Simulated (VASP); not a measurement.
The system is LuPd.

```
Lu Pd
1.0
     3.41500    0.00000    0.00000
     0.00000    3.41500    0.00000
     0.00000    0.00000    3.41500
Lu Pd
1 1
Direct
  0.00000 0.00000 0.00000
  0.50000 0.50000 0.50000
```

- Program: VASP 6.6.1
- Task: relaxation of cell and atoms
- Functional: LDA
- Potentials or basis: VASP PAW PBE potentials, release 64 (Lu, Pd)
- Cutoff: 600 eV
- k mesh: 14 × 14 × 14
- Occupations: methfessel-paxton, width 0.1 eV
- Spin: no spin polarisation

At the start: pressure -6.0 GPa; volume 19.91 Å³/atom.

Where does the relaxation end?

Over 3 steps the energy falls by 20.6 meV/atom and the volume is 18.87 Å³/atom (-5.2 %); space group Pm-3m (No. 221, to 0.05 Å).

The path:
```
step  energy change (eV)  largest force (eV/Å)  pressure (GPa)  volume (Å³)
   1              0.0000                0.0000           -6.04        39.83
   2              0.0084                0.0000            8.16        35.65
   3             -0.0412                0.0000            0.04        37.75
```

Final structure:
```yaml
crystal:
  lattice:
    - [3.35454, 0.00000, 0.00000]
    - [0.00000, 3.35454, 0.00000]
    - [0.00000, 0.00000, 3.35454]
  atoms:
    - { symbol: Lu, position: [0.00000, 0.00000, 0.00000] }
    - { symbol: Pd, position: [0.50000, 0.50000, 0.50000] }
```

Caveat: the PAW data sets were made with another functional, which shifts forces and pressure a little.
